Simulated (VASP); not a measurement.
Here is a VASP 6.6.1 calculation.

Contents of INCAR:

```
ALGO = Normal
EDIFF = 1E-6
ENCUT = 520
GGA = PE
ISIF = 2
ISMEAR = -1
LASPH = True
LCHARG = False
LREAL = False
LWAVE = False
NBANDS = 14
NELM = 80
PREC = Accurate
SIGMA = 0.1
```

The input KPOINTS:

```
k-points
0
Gamma
  15 15 15
```

File POSCAR:

```
AlNi
1.0
    0.0000000000      2.3280875632      2.3280875632
    2.3280875632      0.0000000000      2.3280875632
    2.3280875632      2.3280875632      0.0000000000
Ni Al
1 1
Direct
    0.0000000000      0.0000000000      0.0000000000
    0.5000000000      0.5000000000      0.5000000000
```

Potentials or basis: VASP PAW PBE potentials, release 64 (Ni, Al).

Launch:

```bash
$ cat potpaw_PBE.64/Ni/POTCAR potpaw_PBE.64/Al/POTCAR > POTCAR
$ mpirun -np 1 vasp_std > vasp.out
```

Q: Estimate the pressure.

A: 18.3 GPa.

 Spin polarisation is off, so any magnetic state and its effect on volume and gap are missing.
